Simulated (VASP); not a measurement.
A run of VASP 6.6.1:

File INCAR:

```
  PREC = Accurate
  ENCUT = 520
  EDIFF = 1E-7
  ISMEAR = -1
  SIGMA = 0.15
  LREAL = False
  LASPH = True
  NELM = 60
  ALGO = Fast
  ISIF = 2
  LWAVE = False
  LCHARG = False
  GGA = PE
  NBANDS = 13
```

Contents of KPOINTS:

```
regular mesh
0
Gamma
  20 20 20
```

File POSCAR:

```
W
1.0
   -1.6024302417      1.6024302417      1.6024302417
    1.6024302417     -1.6024302417      1.6024302417
    1.6024302417      1.6024302417     -1.6024302417
W
1
Direct
    0.0000000000      0.0000000000      0.0000000000
```

Potentials or basis: VASP PAW PBE potentials, release 64 (W_sv).

Launch:

```bash
$ cat potpaw_PBE.64/W_sv/POTCAR > POTCAR
$ mpirun -np 1 vasp_std > vasp.out
```

Hardware: 1 thread of Intel(R) Xeon(R) 6975P-C (Granite Rapids), on a shared host.

Problem. How long does it take, and how much memory?

Solution. Run time: 18 s on 1 thread of Intel(R) Xeon(R) 6975P-C (Granite Rapids), with other jobs on the host, peak memory 0.18 GiB. Counts: scf iterations 13, k points 256.
